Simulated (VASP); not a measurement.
# Si (Fd-3m) in VASP: single point with PBEsol

Aim: the single point of Si with PBEsol.

Program: VASP 6.6.1. These are calculated values, not measurements. Logs are shortened: lines on timing, memory, paths and dates and some standing lists are left out, and cuts for length are marked.

## 1. The cell of the first run

It takes space group Fd-3m (No. 227, cubic). The conventional cell has a = 5.393 Å, b = 5.393 Å, c = 5.393 Å, α = 90.00°, β = 90.00°, γ = 90.00°. Within 3.1 Å of Si (site symmetry -43m) lie 4 Si at 2.34 Å.

## 2. Single point, PBEsol (Ge replaced by Si, lengths x 0.955, strained)

INCAR

```
ALGO     = Normal         # electronic algorithm
EDIFF    = 1E-6           # SCF threshold, eV
ENCUT    = 520            # plane-wave cutoff, eV
GGA      = PS             # functional
ISIF     = 2              # what is computed and relaxed
ISMEAR   = 0              # smearing method
LASPH    = True           # aspherical terms in the spheres
LCHARG   = True           # write CHGCAR
LELF     = True           # ELF
LREAL    = False          # projectors in reciprocal space
LVHAR    = True         
LWAVE    = False          # write WAVECAR
NBANDS   = 11             # bands
NELM     = 60             # most SCF steps
PREC     = Accurate       # precision mode
SIGMA    = 0.1            # smearing width, eV
```

KPOINTS

```
k-points
0
Gamma
  6 6 6
```

POSCAR

```
Si
1.0
    0.0000000000      2.6963695616      2.6963695616
    2.6963695616      0.0000000000      2.6963695616
    2.6963695616      2.6963695616      0.0000000000
Si
2
Direct
    0.5000000000      0.5000000000      0.5000000000
    0.7500000000      0.7500000000      0.7500000000
```

Potentials or basis: VASP PAW PBE potentials, release 64 (Si).

Command:

```
$ cat potpaw_PBE.64/Si/POTCAR > POTCAR
$ mpirun -np 1 vasp_std > vasp.out
```

OUTCAR:

```text
EDIFF = 1E-6
   ENCUT = 520
   GGA = PS
   ISIF = 2
   ISMEAR = 0
   LASPH = True
   LREAL = False
   NELM = 60
   PREC = Accurate

 ion  position               nearest neighbor table
   1  0.500  0.500  0.500-   2 2.34   2 2.34   2 2.34   2 2.34
   2  0.750  0.750  0.750-   1 2.34   1 2.34   1 2.34   1 2.34

  LATTYP: Found a face centered cubic cell.
 ALAT       =     5.3927391232

  Lattice vectors:

 A1 = (   0.0000000000,   2.6963695616,   2.6963695616)
 A2 = (   2.6963695616,   0.0000000000,   2.6963695616)
 A3 = (   2.6963695616,   2.6963695616,   0.0000000000)

Analysis of symmetry for initial positions (statically):
=====================================================================
 Subroutine PRICEL returns:
 Original cell was already a primitive cell.

 Routine SETGRP: Setting up the symmetry group for a
 face centered cubic supercell.

 Subroutine GETGRP returns: Found 48 space group operations
 (whereof 24 operations were pure point group operations)
 out of a pool of 48 trial point group operations.

The static configuration has the point symmetry T_d .
 The point group associated with its full space group is O_h .

Analysis of symmetry for dynamics (positions and initial velocities):
=====================================================================
 Subroutine PRICEL returns:
 Original cell was already a primitive cell.

 Routine SETGRP: Setting up the symmetry group for a
 face centered cubic supercell.

 Subroutine GETGRP returns: Found 48 space group operations
 (whereof 24 operations were pure point group operations)
 out of a pool of 48 trial point group operations.

The dynamic configuration has the point symmetry T_d .
 The point group associated with its full space group is O_h .

 Subroutine INISYM returns: Found 48 space group operations
 (whereof 24 operations are pure point group operations),
 and found     1 'primitive' translations

----------------------------------------------------------------------------------------

                                     Primitive cell

  volume of cell :      39.2074

  direct lattice vectors                    reciprocal lattice vectors
     0.000000000  2.696369562  2.696369562    -0.185434522  0.185434522  0.185434522
     2.696369562  0.000000000  2.696369562     0.185434522 -0.185434522  0.185434522
     2.696369562  2.696369562  0.000000000     0.185434522  0.185434522 -0.185434522

  length of vectors
[... 80 lines left out ...]
   ISYM   =      2    0-nonsym 1-usesym 2-fastsym
   POTIM  = 0.5000    time-step for ionic-motion
   TEBEG  =    0.0;   TEEND  =   0.0 temperature during run
   PSTRESS=    0.0 pullay stress
   NELECT =       8.0000    total number of electrons
   NUPDOWN=      -1.0000    fix difference up-down
   EMIN   =  10.00;   EMAX   =-10.00  energy-range for DOS
   EFERMI =   0.00;   METHOD = LEGACY
   ISMEAR =     0;   SIGMA  =   0.10  broadening in eV -4-tet -1-fermi 0-gaus
   EFERMI_NEDOS =   21; number of points for ismear=-14 and -15
   IALGO  =     38    algorithm
   IMIX   =      4    mixing-type and parameters
     AMIX     =   0.40;   BMIX     =  1.00
     AMIX_MAG =   1.60;   BMIX_MAG =  1.00
  volume/ion in A,a.u.               =      19.60       132.29
  Fermi-wavevector in a.u.,A,eV,Ry     =   0.963789  1.821298 12.638312  0.928890
  Thomas-Fermi vector in A             =   2.093365
   LORBIT       =      0    0 simple, 1 ext, 2 COOP (PROOUT), +10 PAW based schemes
   GGA     = PS    functional components
   LHFCALC =     F    Hartree Fock is set to
   AEXX    =    0.0000 exact exchange contribution
   IVDW    =     0    specifies the selected vdW correction
   LEPSILON=     F    determine dielectric tensor
   LRPA    =     F    only Hartree local field effects (RPA)
 non-spin polarized calculation
 Gauss-broadening in eV      SIGMA  =   0.10
  energy-cutoff  :      520.00
  volume of cell :       39.21
 maximum number of plane-waves:      1067
   NGX = 15   NGY = 15   NGZ = 15

 number of electron       8.0000001 magnetization

 Free energy of the ion-electron system (eV)
  ---------------------------------------------------
  ext. energy  EPLUGINS =         0.00000000
  ---------------------------------------------------
  free energy    TOTEN  =       -11.46030354 eV

  energy without entropy =      -11.46030205  energy(sigma->0) =      -11.46030280

 E-fermi :   6.2784     XC(G=0):  -9.6307

 val. band max:        6.0140468501   @ k =   0.0000   0.0000   0.0000
 cond. band min:       6.5559348739   @ k =   0.5000   0.5000   0.0000
 fundamental gap:      0.5418880238
 Fermi energy:         6.2783769748

 k-point     1 :       0.0000    0.0000    0.0000
  band No.  band energies     occupation
      1      -6.1252      2.00000
      2       6.0140      1.99981
      3       6.0140      1.99981
      4       6.0140      1.99981
      5       8.5354      0.00000
      6       8.5354      0.00000
      7       8.5354      0.00000
      8       9.5800      0.00000
      9      13.7090      0.00000
     10      13.7090      0.00000
     11      13.8069      0.00000
[... 197 lines left out ...]
 k-point    16 :      -0.3333    0.5000    0.1667
  band No.  band energies     occupation
      1      -1.7547      2.00000
      2      -1.7547      2.00000
      3       2.2324      2.00000
      4       2.2324      2.00000
      5       8.6631      0.00000
      6       8.6631      0.00000
      7      12.7893      0.00000
      8      12.7893      0.00000
      9      16.6700      0.00000
     10      16.6700      0.00000
     11      19.0853      0.00000

------------------------ aborting loop because EDIFF is reached ----------------------------------------

  FORCE on cell =-STRESS in cart. coord.  units (eV):
  Direction    XX          YY          ZZ          XY          YZ          ZX
  --------------------------------------------------------------------------------------
  -------------------------------------------------------------------------------------
  Total        0.5977193      0.5977193      0.5977193      0.0000000      0.0000000     -0.0000000
  in kB       24.4252823     24.4252823     24.4252823      0.0000000      0.0000000     -0.0000000
  external PRESSURE =      24.4252823 kB  Pullay stress =       0.0000000 kB

 VOLUME and BASIS-vectors are now :
 -----------------------------------------------------------------------------
  energy-cutoff  :      520.00
  volume of cell :       39.21
      direct lattice vectors                 reciprocal lattice vectors
     0.000000000  2.696369562  2.696369562    -0.185434522  0.185434522  0.185434522
     2.696369562  0.000000000  2.696369562     0.185434522 -0.185434522  0.185434522
     2.696369562  2.696369562  0.000000000     0.185434522  0.185434522 -0.185434522

 POSITION                                       TOTAL-FORCE (eV/Angst)
 -----------------------------------------------------------------------------------
      2.69637      2.69637      2.69637         0.000000      0.000000      0.000000
      4.04455      4.04455      4.04455        -0.000000     -0.000000     -0.000000
 -----------------------------------------------------------------------------------
    total drift:                                0.000000      0.000000     -0.000000

  FREE ENERGIE OF THE ION-ELECTRON SYSTEM (eV)
  ---------------------------------------------------
  free  energy   TOTEN  =       -11.4603035392 eV

  energy  without entropy=      -11.4603020522  energy(sigma->0) =      -11.46030280
```

OSZICAR:

```text
N       E                     dE             d eps       ncg     rms          rms(c)
DAV:   1     0.731973961509E+01    0.73197E+01   -0.34243E+03   352   0.598E+02
DAV:   2    -0.111823824359E+02   -0.18502E+02   -0.17807E+02   478   0.855E+01
DAV:   3    -0.116981755792E+02   -0.51579E+00   -0.51418E+00   454   0.127E+01
DAV:   4    -0.117022005718E+02   -0.40250E-02   -0.40246E-02   413   0.143E+00
DAV:   5    -0.117022318708E+02   -0.31299E-04   -0.31298E-04   440   0.113E-01    0.513E+00
DAV:   6    -0.115348649244E+02    0.16737E+00   -0.91352E-02   400   0.122E+00    0.307E+00
DAV:   7    -0.114596023894E+02    0.75263E-01   -0.16080E-01   403   0.171E+00    0.203E-01
DAV:   8    -0.114602261432E+02   -0.62375E-03   -0.63061E-03   403   0.445E-01    0.844E-02
DAV:   9    -0.114602922648E+02   -0.66122E-04   -0.95947E-05   447   0.651E-02    0.580E-02
DAV:  10    -0.114603037827E+02   -0.11518E-04   -0.10955E-05   422   0.183E-02    0.718E-03
DAV:  11    -0.114603035392E+02    0.24357E-06   -0.76082E-07   393   0.433E-03
   1 F= -.11460304E+02 E0= -.11460303E+02  d E =-.148692E-05
```

Wall time 3.2 s (1 thread of Intel Xeon 6975P-C (Granite Rapids), shared host); peak memory 0.14 GiB.

Results:

| Quantity | Value |
| --- | --- |
| Free energy | -11.4603 eV |
| Pressure | 2.4 GPa |
| Band gap on the k mesh | 0.54 eV (least direct gap 2.52 eV) |

Caveat: the cell differs from its parent crystal (Ge replaced by Si, lengths x 0.955, strained); the PAW data sets were made with another functional, which shifts forces and pressure a little.
